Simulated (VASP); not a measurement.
**Al: single point with PBE**

The system is Al.

```
CELL_PARAMETERS angstrom
0.00000 2.02481 2.02481
2.02481 0.00000 2.02481
2.02481 2.02481 0.00000
ATOMIC_POSITIONS crystal
Al 0.00000 0.00000 0.00000
```

```
Program             : VASP 6.6.1
Task                : single point
Functional          : PBE
Potentials or basis : VASP PAW PBE potentials, release 64 (Al)
Cutoff              : 520 eV
k mesh              : 14 × 14 × 14
Occupations         : methfessel-paxton, width 0.3 eV
Spin                : no spin polarisation
```

```json
{
  "Pressure": "-0.7 GPa"
}
```

Levels at points of the mesh, in eV from the Fermi level:
```
           k point  band 1  band 2  band 3  band 4
(0.00, 0.00, 0.00)  -11.07   12.60   12.60   12.60
(0.50, 0.00, 0.00)   -4.55   -4.35   11.36   11.36
(0.50, 0.50, 0.00)   -2.89   -1.58    5.28    5.59
```

Wall time 27 s on 1 thread of Intel Xeon 8259CL, on a shared host, peak memory 0.1 GiB.
